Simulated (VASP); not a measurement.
# WC (P-6m2) in VASP: a series of runs, part 2 of 2

VASP 6.6.1.

## (5) Single point, RPBE

This run uses another cell than the first one, of 10.64 Å³/atom, 1.014 times its volume.

The input, INCAR:

```
SYSTEM = WC
ALGO     = Normal         ! electronic algorithm
EDIFF    = 1E-6           ! SCF threshold, eV
ENCUT    = 600            ! plane-wave cutoff, eV
GGA      = RP             ! functional
GGA_COMPAT= .False.      
ISIF     = 2              ! what is computed and relaxed
ISMEAR   = 0              ! smearing method
LASPH    = .True.         ! aspherical terms in the spheres
LCHARG   = .False.        ! write CHGCAR
LREAL    = .False.        ! projectors in reciprocal space
LWAVE    = .False.        ! write WAVECAR
NBANDS   = 16             ! bands
NELM     = 120            ! most SCF steps
PREC     = Accurate       ! precision mode
SIGMA    = 0.05           ! smearing width, eV
```

The input, KPOINTS:

```
k-points
0
Gamma
  10 10 8
  0 0 0
```

The input, POSCAR:

```
WC
1.0
    2.9339810869      0.0000000000      0.0000000000
   -1.4669905434      2.5409021555      0.0000000000
    0.0000000000      0.0000000000      2.8553348783
W C
1 1
Direct
    0.0000000000      0.0000000000      0.0000000000
    0.6666666667      0.3333333333      0.5000000000
```

Potentials or basis: VASP PAW PBE potentials, release 64 (W_sv, C).

Started as:

```sh
cat potpaw_PBE.64/W_sv/POTCAR potpaw_PBE.64/C/POTCAR > POTCAR
mpirun -np 1 vasp_std > vasp.out
```

OUTCAR:

```text
SYSTEM = WC
   EDIFF = 1E-6
   ENCUT = 600
   GGA = RP
   ISIF = 2
   ISMEAR = 0
   LASPH = .True.
   LREAL = .False.
   NELM = 120
   PREC = Accurate

 ion  position               nearest neighbor table
   1  0.000  0.000  0.000-   2 2.22   2 2.22   2 2.22   2 2.22   2 2.22   2 2.22
   2  0.667  0.333  0.500-   1 2.22   1 2.22   1 2.22   1 2.22   1 2.22   1 2.22

  LATTYP: Found a hexagonal cell.
 ALAT       =     2.9339810869
 C/A-ratio  =     0.9731947118

  Lattice vectors:

 A1 = (   2.9339810869,   0.0000000000,   0.0000000000)
 A2 = (  -1.4669905434,   2.5409021555,   0.0000000000)
 A3 = (   0.0000000000,   0.0000000000,   2.8553348783)

Analysis of symmetry for initial positions (statically):
=====================================================================
 Subroutine PRICEL returns:
 Original cell was already a primitive cell.

 Routine SETGRP: Setting up the symmetry group for a
 hexagonal supercell.

 Subroutine GETGRP returns: Found 12 space group operations
 (whereof 12 operations were pure point group operations)
 out of a pool of 24 trial point group operations.

The static configuration has the point symmetry D_3h.

Analysis of symmetry for dynamics (positions and initial velocities):
=====================================================================
 Subroutine PRICEL returns:
 Original cell was already a primitive cell.

 Routine SETGRP: Setting up the symmetry group for a
 hexagonal supercell.

 Subroutine GETGRP returns: Found 12 space group operations
 (whereof 12 operations were pure point group operations)
 out of a pool of 24 trial point group operations.

The dynamic configuration has the point symmetry D_3h.

 Subroutine INISYM returns: Found 12 space group operations
 (whereof 12 operations are pure point group operations),
 and found     1 'primitive' translations

----------------------------------------------------------------------------------------

                                     Primitive cell

[... 105 lines left out ...]
   ISMEAR =     0;   SIGMA  =   0.05  broadening in eV -4-tet -1-fermi 0-gaus
   EFERMI_NEDOS =   21; number of points for ismear=-14 and -15
   IALGO  =     38    algorithm
   IMIX   =      4    mixing-type and parameters
     AMIX     =   0.40;   BMIX     =  1.00
     AMIX_MAG =   1.60;   BMIX_MAG =  1.00
  volume/ion in A,a.u.               =      10.64        71.82
  Fermi-wavevector in a.u.,A,eV,Ry     =   1.548097  2.925480 32.607791  2.396605
  Thomas-Fermi vector in A             =   2.653096
   LORBIT       =      0    0 simple, 1 ext, 2 COOP (PROOUT), +10 PAW based schemes
   GGA     = RP    functional components
   LHFCALC =     F    Hartree Fock is set to
   AEXX    =    0.0000 exact exchange contribution
   IVDW    =     0    specifies the selected vdW correction
   LEPSILON=     F    determine dielectric tensor
   LRPA    =     F    only Hartree local field effects (RPA)
 non-spin polarized calculation
 Gauss-broadening in eV      SIGMA  =   0.05
  energy-cutoff  :      600.00
  volume of cell :       21.29
 maximum number of plane-waves:       720
 NGX is ok and might be reduce to    24
   NGX = 11   NGY = 11   NGZ = 11

 number of electron      18.0000000 magnetization

 Free energy of the ion-electron system (eV)
  ---------------------------------------------------
  ext. energy  EPLUGINS =         0.00000000
  ---------------------------------------------------
  free energy    TOTEN  =       -21.41334309 eV

  energy without entropy =      -21.41303239  energy(sigma->0) =      -21.41318774

 E-fermi :  10.7987     XC(G=0): -13.6092

 val. band max:       10.7809954303   @ k =   0.5000  -0.0000   0.3750
 cond. band min:      10.8362986210   @ k =   0.4000   0.2000   0.0000
 fundamental gap:      0.0553031907
 Fermi energy:        10.7986859212

 k-point     1 :       0.0000    0.0000    0.0000
  band No.  band energies     occupation
      1     -63.2720      2.00000
      2     -27.2474      2.00000
      3     -27.1560      2.00000
      4     -27.1560      2.00000
      5      -3.4972      2.00000
      6       6.6456      2.00000
[... 433 lines left out ...]
      3     -27.3581      2.00000
      4     -27.2445      2.00000
      5      -0.1621      2.00000
      6       4.0450      2.00000
[... 8 lines left out ...]
     15      23.8513      0.00000
     16      27.9059      0.00000

 [... further k-points ...]
[... 5 lines left out ...]
  --------------------------------------------------------------------------------------
  -------------------------------------------------------------------------------------
  Total        0.1080100      0.1080100      0.1483576      0.0000000     -0.0000000     -0.0000000
  in kB        8.1296606      8.1296606     11.1665277      0.0000000     -0.0000000     -0.0000000
  external PRESSURE =       9.1419496 kB  Pullay stress =       0.0000000 kB

 VOLUME and BASIS-vectors are now :
 -----------------------------------------------------------------------------
  energy-cutoff  :      600.00
  volume of cell :       21.29
      direct lattice vectors                 reciprocal lattice vectors
     2.933981087  0.000000000  0.000000000     0.340833826  0.196780501  0.000000000
    -1.466990543  2.540902155  0.000000000     0.000000000  0.393561003  0.000000000
     0.000000000  0.000000000  2.855334878     0.000000000  0.000000000  0.350221618

 POSITION                                       TOTAL-FORCE (eV/Angst)
 -----------------------------------------------------------------------------------
      0.00000      0.00000      0.00000         0.000000      0.000000      0.000000
      1.46699      0.84697      1.42767        -0.000000     -0.000000      0.000000
 -----------------------------------------------------------------------------------
    total drift:                               -0.000000      0.000000      0.000000

  FREE ENERGIE OF THE ION-ELECTRON SYSTEM (eV)
  ---------------------------------------------------
  free  energy   TOTEN  =       -21.4133430857 eV

  energy  without entropy=      -21.4130323949  energy(sigma->0) =      -21.41318774
```

Wall time 8.9 s (1 thread of Intel Xeon Platinum 8559C (Emerald Rapids), shared host); peak memory 0.15 GiB.

Results:

```
Free energy            : -21.4133 eV
Pressure               : 0.9 GPa
Band gap on the k mesh : zero (band 9 reaches 11.43 eV, above the bottom of band 10 at 10.27 eV)
```

Levels at points of the mesh, in eV from the Fermi level:
```
           k point  band 7  band 8  band 9  band 10  band 11  band 12
(0.00, 0.00, 0.00)   -3.23   -3.23    0.12     3.15     3.15     5.52
(0.50, 0.00, 0.00)   -3.46   -3.44   -0.47     2.30     4.39     4.71
(0.00, 0.00, 0.50)   -1.96   -1.96   -0.53    -0.53     3.63     4.46
(0.50, 0.00, 0.50)   -4.20   -4.14    0.25     4.28     5.14     6.41
```

Caveat: the PAW data sets were made with another functional, which shifts forces and pressure a little; spin-orbit coupling is left out, which moves the levels of the heavy elements.

## (6) Summary

| level | cell | gap on the mesh (eV) | pressure (GPa) |
| --- | --- | --- | --- |
| PBEsol | a = 2.921, b = 2.921, c = 2.841 Å, angles 90.0, 90.0, 120.0°, 2 atoms | none | -6.6 |
| revPBE+D4 | a = 2.918, b = 2.918, c = 2.843 Å, angles 90.0, 90.0, 120.0°, 2 atoms | none | -6.7 |
| revPBE+D3(BJ) | a = 2.914, b = 2.914, c = 2.841 Å, angles 90.0, 90.0, 120.0°, 2 atoms | none | -6.7 |
| RPBE | a = 2.934, b = 2.934, c = 2.855 Å, angles 90.0, 90.0, 120.0°, 2 atoms | none | 0.9 |

Alike in all rows: task single point; potentials or basis VASP PAW PBE potentials, release 64 (W_sv, C); no spin polarisation; k mesh 10 × 10 × 8; cutoff (eV) 600; smearing gaussian 0.05 eV.

Caveats: the PAW data sets were made with another functional, which shifts forces and pressure a little; spin-orbit coupling is left out, which moves the levels of the heavy elements; pairwise dispersion overbinds metals, which lowers pressure and volume (some runs).

Absolute energies hang on the potentials; compare differences alone.
